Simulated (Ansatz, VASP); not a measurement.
## One calculation of InP, two programs

```
CELL_PARAMETERS angstrom
0.00000 2.77020 2.77020
2.57628 0.00000 2.77020
2.57628 2.77020 0.00000
ATOMIC_POSITIONS crystal
In 0.98630 0.01370 0.01370
P 0.55077 0.44923 0.44923
```

Change from the starting cell: mode 4 frozen in at -0.281 Å, normal strain along x -0.0700.

Alike in both runs: task single point; functional PBE; k mesh 14 × 14 × 14; occupations gaussian, width 0.15 eV; no spin polarisation.

|  | VASP | Ansatz |
| --- | --- | --- |
| version | VASP 6.6.1 | Ansatz 0.2.0 |
| potentials or method | VASP PAW PBE potentials, release 64 (In_d, P), cutoff 520 eV | scalar-relativistic, plane waves, PAW |
| valence electrons in the cell | 18 | 18 |

```tsv
	VASP	Ansatz	Ansatz less VASP
gap on the k mesh at the Fermi level (eV)	none	none	-
pressure (GPa)	14.1	14.3	+0.19
traceless stress, the component that is largest in VASP (GPa)	24.35	24.73	+0.371
rms of the force components (eV/Å)	2.189	2.223	+0.0340
```

Atom by atom the forces differ by 0.034 eV/Å (rms over components). A gap of «none» marks a metal or a gap that the smearing closes. With one functional, cell and mesh, what is left measures potentials, basis and numerics.
